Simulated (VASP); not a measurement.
Here is a VASP 6.6.1 calculation.

The input INCAR:

```
PREC = Accurate
ENCUT = 520
EDIFF = 1E-6
ISMEAR = -1
SIGMA = 0.05
LREAL = F
LASPH = T
NELM = 100
ALGO = Normal
ISIF = 2
LWAVE = F
LCHARG = F
GGA = PS
IVDW = 12
NBANDS = 33
```

KPOINTS

```
Automatic mesh
0
Gamma
  8 8 4
```

File POSCAR:

```
Ta4O
1.0
    3.2574970000      0.0000000000      0.0000000000
    0.0000000000      3.2574970000      0.0000000000
    0.0000000000      0.0000000000      7.4093410000
Ta O
4 1
Direct
    0.0000000000      0.0000000000      0.0000000000
    0.5000000000      0.5000000000      0.2168420000
    0.5000000000      0.5000000000      0.7831580000
    0.0000000000      0.0000000000      0.5000000000
    0.5000000000      0.5000000000      0.5000000000
```

Potentials or basis: VASP PAW PBE potentials, release 64 (Ta_pv, O).

Command:

```bash
$ cat potpaw_PBE.64/Ta_pv/POTCAR potpaw_PBE.64/O/POTCAR > POTCAR
$ mpirun -np 1 vasp_std > vasp.out
```

**Question.** Predict the dispersion energy per atom.

**Answer.** -0.583 eV.

**Question.** Estimate the band gap on the k mesh.

**Answer.** Zero (band 25 reaches 6.62 eV, above the bottom of band 26 at 5.81 eV).

Forces in eV/Å, atoms in the order of the input:
```
Ta   0.000  0.000  0.000
Ta   0.000  0.000 -0.002
Ta   0.000  0.000  0.002
Ta   0.000  0.000  0.000
O    0.000  0.000  0.000
```

Caveat: three body term missing; the PAW data sets were made with another functional, which shifts forces and pressure a little; spin-orbit coupling is left out, which moves the levels of the heavy elements.
